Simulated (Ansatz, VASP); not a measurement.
PbS: VASP beside Ansatz

Contents of INCAR:

```
ALGO     = Normal         # electronic algorithm
EDIFF    = 1E-7           # SCF threshold, eV
ENCUT    = 520            # plane-wave cutoff, eV
GGA      = PS             # functional
ISIF     = 2              # what is computed and relaxed
ISMEAR   = 0              # smearing method
LASPH    = T              # aspherical terms in the spheres
LCHARG   = F              # write CHGCAR
LREAL    = F              # projectors in reciprocal space
LWAVE    = F              # write WAVECAR
NBANDS   = 28             # bands
NELM     = 60             # most SCF steps
PREC     = Accurate       # precision mode
SIGMA    = 0.01           # smearing width, eV
```

The input KPOINTS:

```
k-points
0
Gamma
  6 6 6
```

File POSCAR:

```
PbS
1.0
    2.1162910700     -6.0959694436      0.0000000000
    2.1162910700      6.0959694436      0.0000000000
    0.0000000000      0.0000000000      4.3540839820
Pb S
2 2
Direct
    0.8694366500      0.1305633500      0.7500000000
    0.1305633500      0.8694366500      0.2500000000
    0.6452029100      0.3547970900      0.7500000000
    0.3547970900      0.6452029100      0.2500000000
```

Input for Ansatz:

```yaml
crystal:
  lattice:
    - [2.1162910699838644, -6.0959694436320895, 0.0]
    - [2.1162910699838644, 6.0959694436320895, 0.0]
    - [0.0, 0.0, 4.354083982033725]
  atoms:
    - { symbol: Pb, position: [0.86943665, 0.13056335, 0.75] }
    - { symbol: Pb, position: [0.13056335, 0.86943665, 0.25] }
    - { symbol: S, position: [0.64520291, 0.35479709, 0.75] }
    - { symbol: S, position: [0.35479709, 0.64520291, 0.25] }
basis:
  ecutwfc: 500.0
kpoints:
  mp_grid:
    grid: [6, 6, 6]
hamiltonian:
  xc: pbesol
scf:
  occupations:
    method: fixed
output:
  stress: true
```

Alike in both runs: task single point; functional PBEsol; k mesh 6 × 6 × 6; no spin polarisation.

|  | VASP | Ansatz |
| --- | --- | --- |
| version | VASP 6.6.1 | Ansatz 0.2.0 |
| potentials or method | VASP PAW PBE potentials, release 64 (Pb_d, S), cutoff 520 eV | plane waves, PAW |
| occupations | gaussian, width 0.01 eV | fixed |
| valence electrons in the cell | 40 | 40 |

Ansatz gave:

* pressure (GPa): -4.2
* traceless stress, the component that is largest in VASP (GPa): 0.42

Task: Which values does VASP return?

Result: Pressure (GPa): -4.2; traceless stress, the component that is largest in VASP (GPa): 0.41.

VASP's potentials were made for PBE, not for PBEsol.

Spin-orbit coupling is off throughout.
